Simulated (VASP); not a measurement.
# Rb (P6_3/mmc) in VASP: relaxation of cell and atoms with PBE

Aim: the relaxation of cell and atoms of Rb with PBE.

All numbers are computed with VASP 6.6.1; they aren't measurements. Logs are shortened: lines on timing, memory, paths and dates and some standing lists are left out, and cuts for length are marked.

### 1 The cell of the first run

It takes space group P6_3/mmc (No. 194, hexagonal). Conventional cell: a = 5.046 Å, b = 5.046 Å, c = 8.328 Å, α = 90.00°, β = 90.00°, γ = 120.00°.

This isn't the form of Rb at room conditions, which is bcc.

### 2 Relaxation of cell and atoms, PBE, target pressure -0.009 GPa, at which the enthalpy is minimised

Contents of INCAR:

```
  ALGO = Normal
  EDIFF = 1E-6
  EDIFFG = -0.005
  ENCUT = 600
  GGA = PE
  IBRION = 2
  ISIF = 3
  ISMEAR = -1
  LASPH = True
  LCHARG = False
  LREAL = False
  LWAVE = False
  NELM = 80
  NSW = 32
  PREC = Accurate
  PSTRESS = -0.09
  SIGMA = 0.08
```

Contents of KPOINTS:

```
k-points
0
Gamma
  9 9 5
```

Contents of POSCAR:

```
Rb
1.0
    5.0455965800      0.0000000000      0.0000000000
   -2.5227982900      4.3696148155      0.0000000000
    0.0000000000      0.0000000000      8.3283560546
Rb
2
Direct
    0.3333333333      0.6666666667      0.2500000000
    0.6666666667      0.3333333333      0.7500000000
```

Potentials or basis: VASP PAW PBE potentials, release 64 (Rb_sv).

Command:

```
> cat potpaw_PBE.64/Rb_sv/POTCAR > POTCAR
> mpirun -np 1 vasp_std > vasp.out
```

OUTCAR:

```text
EDIFF = 1E-6
   EDIFFG = -0.005
   ENCUT = 600
   GGA = PE
   IBRION = 2
   ISIF = 3
   ISMEAR = -1
   LASPH = True
   LREAL = False
   NELM = 80
   NSW = 32
   PREC = Accurate
   PSTRESS = -0.09

 ion  position               nearest neighbor table
   1  0.333  0.667  0.250-   2 5.08   2 5.08   2 5.08   2 5.08   2 5.08   2 5.08
   2  0.667  0.333  0.750-   1 5.08   1 5.08   1 5.08   1 5.08   1 5.08   1 5.08

  LATTYP: Found a hexagonal cell.
 ALAT       =     5.0455965800
 C/A-ratio  =     1.6506186974

  Lattice vectors:

 A1 = (   5.0455965800,   0.0000000000,   0.0000000000)
 A2 = (  -2.5227982900,   4.3696148155,   0.0000000000)
 A3 = (   0.0000000000,   0.0000000000,   8.3283560546)

Analysis of symmetry for initial positions (statically):
=====================================================================
 Subroutine PRICEL returns:
 Original cell was already a primitive cell.

 Routine SETGRP: Setting up the symmetry group for a
 hexagonal supercell.

 Subroutine GETGRP returns: Found 24 space group operations
 (whereof 12 operations were pure point group operations)
 out of a pool of 24 trial point group operations.

The static configuration has the point symmetry D_3d.
 The point group associated with its full space group is D_6h.

Analysis of symmetry for dynamics (positions and initial velocities):
=====================================================================
 Subroutine PRICEL returns:
 Original cell was already a primitive cell.

 Routine SETGRP: Setting up the symmetry group for a
 hexagonal supercell.

 Subroutine GETGRP returns: Found 24 space group operations
 (whereof 12 operations were pure point group operations)
 out of a pool of 24 trial point group operations.

The dynamic configuration has the point symmetry D_3d.
 The point group associated with its full space group is D_6h.

 Subroutine INISYM returns: Found 24 space group operations
 (whereof 12 operations are pure point group operations),
 and found     1 'primitive' translations

----------------------------------------------------------------------------------------

                                     Primitive cell

  volume of cell :     183.6179

  direct lattice vectors                    reciprocal lattice vectors
     5.045596580  0.000000000  0.000000000     0.198192619  0.114426562  0.000000000
    -2.522798290  4.369614816  0.000000000     0.000000000  0.228853124  0.000000000
     0.000000000  0.000000000  8.328356055     0.000000000  0.000000000  0.120071716

  length of vectors
     5.045596580  5.045596580  8.328356055     0.228853124  0.228853124  0.120071716

  position of ions in fractional coordinates (direct lattice)
     0.333333333  0.666666667  0.250000000
     0.666666667  0.333333333  0.750000000

  ion indices of the primitive-cell ions
   primitive index   ion index
                 1           1
                 2           2

----------------------------------------------------------------------------------------

 KPOINTS: k-points

Automatic generation of k-mesh.
 Grid dimensions read from file:
 generate k-points for:    9    9    5

 Generating k-lattice:

  Cartesian coordinates                     Fractional coordinates (reciprocal lattice)
     0.022021402  0.012714062  0.000000000     0.111111111  0.000000000  0.000000000
     0.000000000  0.025428125  0.000000000     0.000000000  0.111111111  0.000000000
     0.000000000  0.000000000  0.024014343     0.000000000  0.000000000  0.200000000

  Length of vectors
     0.025428125  0.025428125  0.024014343

  Shift w.r.t. Gamma in fractional coordinates (k-lattice)
     0.000000000  0.000000000  0.000000000

 Subroutine IBZKPT returns following result:
 ===========================================

 Found     36 irreducible k-points:

 Following reciprocal coordinates:
            Coordinates               Weight
  0.000000  0.000000  0.000000      1.000000
  0.111111  0.000000  0.000000      6.000000
  0.222222  0.000000  0.000000      6.000000
  0.333333  0.000000  0.000000      6.000000
  0.444444  0.000000  0.000000      6.000000
  0.111111  0.111111  0.000000      6.000000
[... 16 lines left out ...]
  0.333333  0.222222  0.200000     24.000000
  0.333333  0.333333  0.200000      4.000000
 [... further k-points ...]
   k-points           NKPTS =     36   k-points in BZ     NKDIM =     36   number of bands    NBANDS=     13
   number of dos      NEDOS =    301   number of ions     NIONS =      2
   total plane-waves  NPLWV = 112000
   dimension x,y,z NGX =    40 NGY =   40 NGZ =   70
   dimension x,y,z NGXF=    80 NGYF=   80 NGZF=  140
   ions per type =               2
   NGX,Y,Z   is equivalent  to a cutoff of  13.18, 13.18, 13.97 a.u.
   NGXF,Y,Z  is equivalent  to a cutoff of  26.36, 26.36, 27.95 a.u.
 SYSTEM =  unknown system
   PREC   = accura    normal or accurate (medium, high low for compatibility)
   ISTART =      0    job   : 0-new  1-cont  2-samecut
   ICHARG =      2    charge: 1-file 2-atom 10-const
   ISPIN  =      1    spin polarized calculation?
   LNONCOLLINEAR =      F non collinear calculations
   LSORBIT =      F    spin-orbit coupling
   LASPH  =      T    aspherical Exc in radial PAW
   ENCUT  =  600.0 eV  44.10 Ry    6.64 a.u.  10.08 10.08 16.63*2*pi/ulx,y,z
   NELM   =     80;   NELMIN=  2; NELMDL= -5     # of ELM steps
   EDIFF  = 0.1E-05   stopping-criterion for ELM
   LREAL  =      F    real-space projection
   EDIFFG = -.5E-02   stopping-criterion for IOM
   NSW    =     32    number of steps for IOM
   IBRION =      2    ionic relax: 0-MD 1-quasi-New 2-CG
   NFREE  =      1    steps in history (QN), initial steepest desc. (CG)
   ISIF   =      3    stress and relaxation
   ISYM   =      2    0-nonsym 1-usesym 2-fastsym
   POTIM  = 0.5000    time-step for ionic-motion
   TEBEG  =    0.0;   TEEND  =   0.0 temperature during run
   PSTRESS=   -0.1 pullay stress
   NELECT =      18.0000    total number of electrons
   NUPDOWN=      -1.0000    fix difference up-down
   EMIN   =  10.00;   EMAX   =-10.00  energy-range for DOS
   EFERMI =   0.00;   METHOD = LEGACY
   ISMEAR =    -1;   SIGMA  =   0.08  broadening in eV -4-tet -1-fermi 0-gaus
   EFERMI_NEDOS =   21; number of points for ismear=-14 and -15
   IALGO  =     38    algorithm
   IMIX   =      4    mixing-type and parameters
     AMIX     =   0.40;   BMIX     =  1.00
     AMIX_MAG =   1.60;   BMIX_MAG =  1.00
  volume/ion in A,a.u.               =      91.81       619.56
  Fermi-wavevector in a.u.,A,eV,Ry     =   0.754850  1.426460  7.752580  0.569799
  Thomas-Fermi vector in A             =   1.852611
   LORBIT       =      0    0 simple, 1 ext, 2 COOP (PROOUT), +10 PAW based schemes
   GGA     = PE    functional components
   LHFCALC =     F    Hartree Fock is set to
   AEXX    =    0.0000 exact exchange contribution
   IVDW    =     0    specifies the selected vdW correction
   LEPSILON=     F    determine dielectric tensor
   LRPA    =     F    only Hartree local field effects (RPA)
 conjugate gradient relaxation of ions
 non-spin polarized calculation
  energy-cutoff  :      600.00
  volume of cell :      183.62
 maximum number of plane-waves:      6154
   NGX = 21   NGY = 21   NGZ = 33

 number of electron      18.0000000 magnetization

 Free energy of the ion-electron system (eV)
  ---------------------------------------------------
  ext. energy  EPLUGINS =         0.00000000
  ---------------------------------------------------
  free energy    TOTEN  =        -1.89521874 eV

  energy without entropy =       -1.86036872  energy(sigma->0) =       -1.87779373

 E-fermi :  -0.0017     XC(G=0):  -5.4438

 val. band max:       -0.0017192842   @ k =   0.2222   0.0000   0.2000
 cond. band min:       0.0698574400   @ k =   0.3333   0.2222   0.0000
 fundamental gap:      0.0715767242
 Fermi energy:        -0.0016697462

 k-point     1 :       0.0000    0.0000    0.0000
  band No.  band energies     occupation
      1     -28.9086      2.00000
      2     -28.9052      2.00000
      3     -13.0421      2.00000
      4     -12.9646      2.00000
      5     -12.9646      2.00000
      6     -12.9533      2.00000
      7     -12.9527      2.00000
      8     -12.9527      2.00000
      9      -1.9689      2.00000
     10       0.0982      0.44592
     11       0.6137      0.00091
     12       3.4764      0.00000
     13       3.4825      0.00000

 k-point     2 :       0.1111    0.0000    0.0000
  band No.  band energies     occupation
      1     -28.9083      2.00000
      2     -28.9050      2.00000
      3     -13.0385      2.00000
      4     -12.9730      2.00000
      5     -12.9672      2.00000
      6     -12.9614      2.00000
      7     -12.9545      2.00000
      8     -12.9542      2.00000
      9      -1.8466      2.00000
     10       0.2309      0.10362
     11       0.6527      0.00056
     12       2.9679      0.00000
     13       3.4858      0.00000

 k-point     3 :       0.2222    0.0000    0.0000
  band No.  band energies     occupation
      1     -28.9072      2.00000
      2     -28.9045      2.00000
      3     -13.0288      2.00000
      4     -12.9944      2.00000
      5     -12.9829      2.00000
      6     -12.9736      2.00000
      7     -12.9584      2.00000
      8     -12.9580      2.00000
      9      -1.4911      2.00000
     10       0.6047      0.00102
     11       0.7735      0.00012
     12       2.2263      0.00000
     13       2.9141      0.00000
[... 305 lines left out ...]
 k-point    23 :       0.3333    0.2222    0.2000
  band No.  band energies     occupation
      1     -28.9045      2.00000
      2     -28.9039      2.00000
      3     -13.0285      2.00000
      4     -13.0208      2.00000
      5     -13.0030      2.00000
      6     -12.9901      2.00000
      7     -12.9843      2.00000
      8     -12.9728      2.00000
      9       0.1489      0.26433
     10       0.8814      0.00003
     11       1.1672      0.00000
     12       1.3992      0.00000
     13       1.9587      0.00000

 k-point    24 :       0.3333    0.3333    0.2000
  band No.  band energies     occupation
      1     -28.9041      2.00000
      2     -28.9041      2.00000
      3     -13.0191      2.00000
      4     -13.0164      2.00000
      5     -13.0164      2.00000
      6     -12.9983      2.00000
      7     -12.9794      2.00000
      8     -12.9794      2.00000
      9       0.8077      0.00008
     10       0.8302      0.00006
     11       0.8302      0.00006
     12       1.4485      0.00000
     13       1.9456      0.00000

 [... further k-points ...]
[... 5 lines left out ...]
  --------------------------------------------------------------------------------------
  -------------------------------------------------------------------------------------
  Total       -0.0110313     -0.0110313     -0.0135707      0.0000000      0.0000000     -0.0000000
  in kB       -0.0962550     -0.0962550     -0.1184126      0.0000000      0.0000000     -0.0000000
  external PRESSURE =      -0.0136408 kB  Pullay stress =      -0.0900000 kB

 VOLUME and BASIS-vectors are now :
 -----------------------------------------------------------------------------
  energy-cutoff  :      600.00
  volume of cell :      183.62
      direct lattice vectors                 reciprocal lattice vectors
     5.045596580  0.000000000  0.000000000     0.198192619  0.114426562  0.000000000
    -2.522798290  4.369614816  0.000000000     0.000000000  0.228853124  0.000000000
     0.000000000  0.000000000  8.328356055     0.000000000  0.000000000  0.120071716

 POSITION                                       TOTAL-FORCE (eV/Angst)
 -----------------------------------------------------------------------------------
     -0.00000      2.91308      2.08209         0.000000     -0.000000      0.000000
      2.52280      1.45654      6.24627        -0.000000      0.000000      0.000000
 -----------------------------------------------------------------------------------
    total drift:                                0.000000     -0.000000      0.000000

  FREE ENERGIE OF THE ION-ELECTRON SYSTEM (eV)
  ---------------------------------------------------
  free  energy   TOTEN  =        -1.8952187355 eV

  energy  without entropy=       -1.8603687196  energy(sigma->0) =       -1.87779373

  enthalpy is  TOTEN    =        -1.9055332048 eV   P V=       -0.0103144694

 reached required accuracy - stopping structural energy minimisation
```

It took 38 s on 1 thread of Intel Xeon 6975P-C (Granite Rapids), shared host; peak memory 0.35 GiB.

Results:

* Free energy: -1.8952 eV
* Pressure after relaxing: 0.0 GPa
* Band gap on the k mesh: zero (bands 9 and 10 overlap by 2.00 eV)

Final structure:
```
Rb
1.0
     5.04560    0.00000    0.00000
    -2.52280    4.36961    0.00000
     0.00000    0.00000    8.32836
Rb
2
Direct
  0.33333 0.66667 0.25000
  0.66667 0.33333 0.75000
```

Levels at points of the mesh, in eV from the Fermi level:
| k point | band 7 | band 8 | band 9 | band 10 | band 11 | band 12 |
| --- | --- | --- | --- | --- | --- | --- |
| (0.00, 0.00, 0.00) | -12.95 | -12.95 | -1.97 | 0.10 | 0.62 | 3.48 |

Caveat: the cell is relaxed towards a set pressure, so the run minimises the enthalpy, not the energy.

The gap in the log of VASP goes by the Fermi energy; the results here count the filled bands.